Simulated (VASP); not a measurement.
# ZrB2 (P6/mmm) in VASP: a series of runs

Runs on ZrB2. Level: PBE. Tasks: single point, relaxation of cell and atoms.

Program: VASP 6.6.1. These are calculated values, not measurements. Logs are shortened: lines on timing, memory, paths and dates and some standing lists are left out, and cuts for length are marked.

### 1 The cell of the first run

Symmetry: P6/mmm, No. 191, hexagonal system. Conventional cell: a = 3.171 Å, b = 3.171 Å, c = 3.543 Å, α = 90.00°, β = 90.00°, γ = 120.00°. Within 3.4 Å of Zr (site symmetry 6/mmm) lie 12 B at 2.55 Å and 6 Zr at 3.17 Å. B (site symmetry -6m2) has 3 B at 1.83 Å within 2.4 Å.

### 2 Single point, PBE

INCAR reads:

```
SYSTEM = ZrB2
ALGO = Normal ; EDIFF = 1E-6
ENCUT = 520 ; GGA = PE
ISIF = 2 ; ISMEAR = 0
LASPH = .TRUE. ; LCHARG = .FALSE.
LREAL = .FALSE. ; LWAVE = .FALSE.
NBANDS = 16 ; NELM = 60
PREC = Accurate ; SIGMA = 0.1
```

KPOINTS reads:

```
k-points
0
G
  15 15 12
  0 0 0
```

POSCAR reads:

```
ZrB2
1.0
    3.1709892898      0.0000000000      0.0000000000
   -1.5854946449      2.7461572801      0.0000000000
    0.0000000000      0.0000000000      3.5427948885
Zr B
1 2
Direct
    0.0000000000      0.0000000000      0.0000000000
    0.3333333333      0.6666666667      0.5000000000
    0.6666666667      0.3333333333      0.5000000000
```

Potentials or basis: VASP PAW PBE potentials, release 64 (Zr_sv, B).

Command:

```sh
$ cat potpaw_PBE.64/Zr_sv/POTCAR potpaw_PBE.64/B/POTCAR > POTCAR
$ mpirun -np 1 vasp_std > vasp.out
```

OUTCAR:

```text
SYSTEM = ZrB2
   EDIFF = 1E-6
   ENCUT = 520
   GGA = PE
   ISIF = 2
   ISMEAR = 0
   LASPH = .TRUE.
   LREAL = .FALSE.
   NELM = 60
   PREC = Accurate

 ion  position               nearest neighbor table
   1  0.000  0.000  0.000-   2 2.55   3 2.55   2 2.55   3 2.55   3 2.55   3 2.55   2 2.55   2 2.55
                             3 2.55   3 2.55   2 2.55   2 2.55
   2  0.333  0.667  0.500-   3 1.83   3 1.83   3 1.83   1 2.55   1 2.55   1 2.55   1 2.55   1 2.55
                             1 2.55
   3  0.667  0.333  0.500-   2 1.83   2 1.83   2 1.83   1 2.55   1 2.55   1 2.55   1 2.55   1 2.55
                             1 2.55

  LATTYP: Found a hexagonal cell.
 ALAT       =     3.1709892898
 C/A-ratio  =     1.1172522405

  Lattice vectors:

 A1 = (   3.1709892898,   0.0000000000,   0.0000000000)
 A2 = (  -1.5854946449,   2.7461572801,   0.0000000000)
 A3 = (   0.0000000000,   0.0000000000,   3.5427948885)

Analysis of symmetry for initial positions (statically):
=====================================================================
 Subroutine PRICEL returns:
 Original cell was already a primitive cell.

 Routine SETGRP: Setting up the symmetry group for a
 hexagonal supercell.

 Subroutine GETGRP returns: Found 24 space group operations
 (whereof 24 operations were pure point group operations)
 out of a pool of 24 trial point group operations.

The static configuration has the point symmetry D_6h.

Analysis of symmetry for dynamics (positions and initial velocities):
=====================================================================
 Subroutine PRICEL returns:
 Original cell was already a primitive cell.

 Routine SETGRP: Setting up the symmetry group for a
 hexagonal supercell.

 Subroutine GETGRP returns: Found 24 space group operations
 (whereof 24 operations were pure point group operations)
 out of a pool of 24 trial point group operations.

The dynamic configuration has the point symmetry D_6h.

 Subroutine INISYM returns: Found 24 space group operations
 (whereof 24 operations are pure point group operations),
 and found     1 'primitive' translations

----------------------------------------------------------------------------------------

                                     Primitive cell

  volume of cell :      30.8508

  direct lattice vectors                    reciprocal lattice vectors
     3.170989290  0.000000000  0.000000000     0.315358996  0.182072601  0.000000000
    -1.585494645  2.746157280  0.000000000     0.000000000  0.364145203  0.000000000
     0.000000000  0.000000000  3.542794889     0.000000000  0.000000000  0.282263024

  length of vectors
     3.170989290  3.170989290  3.542794889     0.364145203  0.364145203  0.282263024

  position of ions in fractional coordinates (direct lattice)
     0.000000000  0.000000000  0.000000000
     0.333333333  0.666666667  0.500000000
     0.666666667  0.333333333  0.500000000

  ion indices of the primitive-cell ions
   primitive index   ion index
                 1           1
                 2           2
                 3           3

----------------------------------------------------------------------------------------

 KPOINTS: k-points

Automatic generation of k-mesh.
 Grid dimensions read from file:
 generate k-points for:   15   15   12

 Generating k-lattice:

  Cartesian coordinates                     Fractional coordinates (reciprocal lattice)
     0.021023933  0.012138173  0.000000000     0.066666667  0.000000000  0.000000000
     0.000000000  0.024276347  0.000000000     0.000000000  0.066666667  0.000000000
     0.000000000  0.000000000  0.023521919     0.000000000  0.000000000  0.083333333

  Length of vectors
     0.024276347  0.024276347  0.023521919

  Shift w.r.t. Gamma in fractional coordinates (k-lattice)
     0.000000000  0.000000000  0.000000000

 Subroutine IBZKPT returns following result:
 ===========================================

 Found    189 irreducible k-points:

 Following reciprocal coordinates:
            Coordinates               Weight
  0.000000  0.000000  0.000000      1.000000
  0.066667  0.000000  0.000000      6.000000
  0.133333  0.000000  0.000000      6.000000
  0.200000  0.000000  0.000000      6.000000
  0.266667  0.000000  0.000000      6.000000
  0.333333  0.000000  0.000000      6.000000
[... 16 lines left out ...]
  0.333333  0.200000  0.000000     12.000000
  0.400000  0.200000  0.000000      6.000000
 [... further k-points ...]
   k-points           NKPTS =    189   k-points in BZ     NKDIM =    189   number of bands    NBANDS=     16
   number of dos      NEDOS =    301   number of ions     NIONS =      3
   total plane-waves  NPLWV =  16128
   dimension x,y,z NGX =    24 NGY =   24 NGZ =   28
   dimension x,y,z NGXF=    48 NGYF=   48 NGZF=   56
   ions per type =               1   2
   NGX,Y,Z   is equivalent  to a cutoff of  12.58, 12.58, 13.14 a.u.
   NGXF,Y,Z  is equivalent  to a cutoff of  25.17, 25.17, 26.28 a.u.
 SYSTEM =  ZrB2
   PREC   = accura    normal or accurate (medium, high low for compatibility)
   ISTART =      0    job   : 0-new  1-cont  2-samecut
   ICHARG =      2    charge: 1-file 2-atom 10-const
   ISPIN  =      1    spin polarized calculation?
   LNONCOLLINEAR =      F non collinear calculations
   LSORBIT =      F    spin-orbit coupling
   LASPH  =      T    aspherical Exc in radial PAW
   ENCUT  =  520.0 eV  38.22 Ry    6.18 a.u.   5.90  5.90  6.59*2*pi/ulx,y,z
   NELM   =     60;   NELMIN=  2; NELMDL= -5     # of ELM steps
   EDIFF  = 0.1E-05   stopping-criterion for ELM
   LREAL  =      F    real-space projection
   EDIFFG = 0.1E-04   stopping-criterion for IOM
   NSW    =      0    number of steps for IOM
   IBRION =     -1    ionic relax: 0-MD 1-quasi-New 2-CG
   NFREE  =      0    steps in history (QN), initial steepest desc. (CG)
   ISIF   =      2    stress and relaxation
   ISYM   =      2    0-nonsym 1-usesym 2-fastsym
   POTIM  = 0.5000    time-step for ionic-motion
   TEBEG  =    0.0;   TEEND  =   0.0 temperature during run
   PSTRESS=    0.0 pullay stress
   NELECT =      18.0000    total number of electrons
   NUPDOWN=      -1.0000    fix difference up-down
   EMIN   =  10.00;   EMAX   =-10.00  energy-range for DOS
   EFERMI =   0.00;   METHOD = LEGACY
   ISMEAR =     0;   SIGMA  =   0.10  broadening in eV -4-tet -1-fermi 0-gaus
   EFERMI_NEDOS =   21; number of points for ismear=-14 and -15
   IALGO  =     38    algorithm
   IMIX   =      4    mixing-type and parameters
     AMIX     =   0.40;   BMIX     =  1.00
     AMIX_MAG =   1.60;   BMIX_MAG =  1.00
  volume/ion in A,a.u.               =      10.28        69.40
  Fermi-wavevector in a.u.,A,eV,Ry     =   1.367971  2.585091 25.461195  1.871345
  Thomas-Fermi vector in A             =   2.493977
   LORBIT       =      0    0 simple, 1 ext, 2 COOP (PROOUT), +10 PAW based schemes
   GGA     = PE    functional components
   LHFCALC =     F    Hartree Fock is set to
   AEXX    =    0.0000 exact exchange contribution
   IVDW    =     0    specifies the selected vdW correction
   LEPSILON=     F    determine dielectric tensor
   LRPA    =     F    only Hartree local field effects (RPA)
 non-spin polarized calculation
 Gauss-broadening in eV      SIGMA  =   0.10
  energy-cutoff  :      520.00
  volume of cell :       30.85
 maximum number of plane-waves:       852
 NGX is ok and might be reduce to    24
   NGX = 11   NGY = 11   NGZ = 13

 number of electron      18.0000000 magnetization

 Free energy of the ion-electron system (eV)
  ---------------------------------------------------
  ext. energy  EPLUGINS =         0.00000000
  ---------------------------------------------------
  free energy    TOTEN  =       -24.97927084 eV

  energy without entropy =      -24.97816547  energy(sigma->0) =      -24.97871815

 E-fermi :  10.4825     XC(G=0): -12.4271

 val. band max:       10.4728325612   @ k =   0.0667   0.0667   0.4167
 cond. band min:      10.5045641327   @ k =   0.1333   0.1333   0.2500
 fundamental gap:      0.0317315715
 Fermi energy:        10.4824556834

 k-point     1 :       0.0000    0.0000    0.0000
  band No.  band energies     occupation
      1     -38.1583      2.00000
      2     -16.3456      2.00000
      3     -15.7906      2.00000
      4     -15.7906      2.00000
      5      -2.2297      2.00000
      6       7.8809      2.00000
[... 8 lines left out ...]
     15      15.6355      0.00000
     16      15.6355      0.00000

 k-point     2 :       0.0667    0.0000    0.0000
  band No.  band energies     occupation
      1     -38.1533      2.00000
      2     -16.3382      2.00000
      3     -15.8340      2.00000
      4     -15.8000      2.00000
      5      -2.1407      2.00000
      6       7.6122      2.00000
[... 8 lines left out ...]
     15      16.0322      0.00000
     16      16.2670      0.00000

 k-point     3 :       0.1333    0.0000    0.0000
  band No.  band energies     occupation
      1     -38.1394      2.00000
      2     -16.3174      2.00000
      3     -15.9549      2.00000
      4     -15.8264      2.00000
      5      -1.8802      2.00000
      6       6.9311      2.00000
[... 8 lines left out ...]
     15      16.7489      0.00000
     16      17.4248      0.00000

 k-point     4 :       0.2000    0.0000    0.0000
  band No.  band energies     occupation
      1     -38.1187      2.00000
      2     -16.2865      2.00000
      3     -16.1285      2.00000
      4     -15.8651      2.00000
      5      -1.4658      2.00000
      6       6.0457      2.00000
[... 8 lines left out ...]
     15      17.2427      0.00000
     16      18.1028      0.00000
[... 324 lines left out ...]
 k-point    22 :       0.2667    0.2000    0.0000
  band No.  band energies     occupation
      1     -38.0493      2.00000
      2     -16.5430      2.00000
      3     -16.1826      2.00000
      4     -16.1338      2.00000
      5       0.5897      2.00000
      6       3.8248      2.00000
[... 8 lines left out ...]
     15      18.2855      0.00000
     16      20.2212      0.00000

 k-point    23 :       0.3333    0.2000    0.0000
  band No.  band energies     occupation
      1     -38.0377      2.00000
      2     -16.5948      2.00000
      3     -16.1927      2.00000
      4     -16.1653      2.00000
      5       1.3651      2.00000
      6       3.0431      2.00000
[... 8 lines left out ...]
     15      19.3294      0.00000
     16      20.2759      0.00000

 k-point    24 :       0.4000    0.2000    0.0000
  band No.  band energies     occupation
      1     -38.0336      2.00000
      2     -16.6122      2.00000
      3     -16.2142      2.00000
      4     -16.1591      2.00000
      5       2.1578      2.00000
      6       2.2385      2.00000
[... 8 lines left out ...]
     15      19.8327      0.00000
     16      20.0818      0.00000

 [... further k-points ...]

------------------------ aborting loop because EDIFF is reached ----------------------------------------

  FORCE on cell =-STRESS in cart. coord.  units (eV):
  Direction    XX          YY          ZZ          XY          YZ          ZX
  --------------------------------------------------------------------------------------
  -------------------------------------------------------------------------------------
  Total        0.0214465      0.0214465      0.0261909     -0.0000000      0.0000000      0.0000000
  in kB        1.1137812      1.1137812      1.3601748     -0.0000000      0.0000000      0.0000000
  external PRESSURE =       1.1959124 kB  Pullay stress =       0.0000000 kB

 VOLUME and BASIS-vectors are now :
 -----------------------------------------------------------------------------
  energy-cutoff  :      520.00
  volume of cell :       30.85
      direct lattice vectors                 reciprocal lattice vectors
     3.170989290  0.000000000  0.000000000     0.315358996  0.182072601  0.000000000
    -1.585494645  2.746157280  0.000000000     0.000000000  0.364145203  0.000000000
     0.000000000  0.000000000  3.542794889     0.000000000  0.000000000  0.282263024

 POSITION                                       TOTAL-FORCE (eV/Angst)
 -----------------------------------------------------------------------------------
      0.00000      0.00000      0.00000        -0.000000      0.000000      0.000000
     -0.00000      1.83077      1.77140         0.000000      0.000000      0.000000
      1.58549      0.91539      1.77140        -0.000000      0.000000      0.000000
 -----------------------------------------------------------------------------------
    total drift:                               -0.000000      0.000000     -0.000000

  FREE ENERGIE OF THE ION-ELECTRON SYSTEM (eV)
  ---------------------------------------------------
  free  energy   TOTEN  =       -24.9792708384 eV

  energy  without entropy=      -24.9781654683  energy(sigma->0) =      -24.97871815
```

It took 1.8 min on 1 thread of Intel Xeon 8259CL, shared host; peak memory 0.21 GiB.

What came out:

```
Free energy            : -24.9793 eV
Pressure               : 0.1 GPa
Band gap on the k mesh : zero (bands 9 and 10 overlap by 1.01 eV)
```

Levels at points of the mesh, in eV from the Fermi level:
| k point | band 6 | band 7 | band 8 | band 9 | band 10 | band 11 | band 12 | band 13 |
| --- | --- | --- | --- | --- | --- | --- | --- | --- |
| (0.00, 0.00, 0.00) | -2.60 | -2.60 | -2.58 | -2.36 | 3.39 | 3.39 | 4.15 | 4.15 |
| (0.00, 0.00, 0.50) | -6.95 | -0.95 | -0.95 | 0.35 | 0.35 | 0.78 | 0.78 | 1.79 |

### 3 Single point, PBE

INCAR reads:

```
SYSTEM = ZrB2
PREC = Accurate
ENCUT = 520
EDIFF = 1E-7
ISMEAR = -1
SIGMA = 0.15
LREAL = .FALSE.
LASPH = .TRUE.
NELM = 100
ALGO = Normal
ISIF = 2
LWAVE = .FALSE.
LCHARG = .FALSE.
GGA = PE
NBANDS = 16
```

KPOINTS reads:

```
regular mesh
0
G
  15 15 12
  0 0 0
```

POSCAR reads:

```
ZrB2
1.0
    3.1716168866      0.0000000000      0.0000000000
   -1.5858084433      2.7467007948      0.0000000000
    0.0000000000      0.0000000000      3.5422482311
Zr B
1 2
Direct
    0.0000000000      0.0000000000      0.0000000000
    0.3333333333      0.6666666667      0.5000000000
    0.6666666667      0.3333333333      0.5000000000
```

Potentials or basis: VASP PAW PBE potentials, release 64 (Zr_sv, B).

Command:

```sh
$ cat potpaw_PBE.64/Zr_sv/POTCAR potpaw_PBE.64/B/POTCAR > POTCAR
$ mpirun -np 1 vasp_std > vasp.out
```

Run time: 1.9 min. Hardware: 1 thread of Intel Xeon 8259CL, shared host; peak memory 0.21 GiB.

Results (log left out):

```yaml
Free_energy: -24.9885 eV
Pressure: 0.1 GPa
Band_gap_on_the_k_mesh: zero (bands 9 and 10 overlap by 1.01 eV)
```

Levels at points of the mesh, in eV from the Fermi level:
```tsv
k point	band 5	band 6	band 7	band 8	band 9	band 10	band 11	band 12	band 13	band 14
(0.00, 0.00, 0.00)	-12.70	-2.59	-2.59	-2.57	-2.35	3.40	3.40	4.16	4.16	4.88
(0.00, 0.00, 0.50)	-10.69	-6.94	-0.94	-0.94	0.36	0.36	0.79	0.79	1.80	5.07
```

(Part 1 of 2 ends here.)

The gap in the log of VASP goes by the Fermi energy; the results here count the filled bands.